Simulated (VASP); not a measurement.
The system is OsBr.

```
Os Br
1.0
     3.53350    0.00000    0.00000
     0.00000    3.53350    0.00000
     0.00000    0.00000    3.53350
Os Br
1 1
Direct
  0.00000 0.00000 0.00000
  0.50000 0.50000 0.50000
```

* Program: VASP 6.6.1
* Task: relaxation of cell and atoms
* Functional: PBE
* Potentials or basis: VASP PAW PBE potentials, release 64 (Os, Br)
* Cutoff: 600 eV
* k mesh: 6 × 6 × 6
* Occupations: gaussian, width 0.1 eV
* Spin: collinear spin, ferromagnetic start
* Starting moments: [0.67, 0.0] μB

At the start: pressure -19.1 GPa; volume 22.06 Å³/atom.

Question: How do energy, volume and symmetry change on relaxing?

Answer: Over 4 steps the energy falls by 448.9 meV/atom and the volume is 16.58 Å³/atom (-24.8 %); space group Pm-3m (No. 221, to 0.05 Å); moment 0.00 μB per cell.

Step by step:
```
step  energy change (eV)  largest force (eV/Å)  pressure (GPa)  volume (Å³)
   1              0.0000                0.0000          -19.12        44.12
   2             -0.6284                0.0000           26.08        29.35
   3             -0.8971                0.0000           -1.04        33.36
   4             -0.8979                0.0000           -0.17        33.17
```

Final structure:
```
Os Br
1.0
     3.21290    0.00000    0.00000
     0.00000    3.21290    0.00000
     0.00000    0.00000    3.21290
Os Br
1 1
Direct
  0.00000 0.00000 0.00000
  0.50000 0.50000 0.50000
```

Caveat: the volume moved by over 15 % at a fixed basis, so the end points are rough.
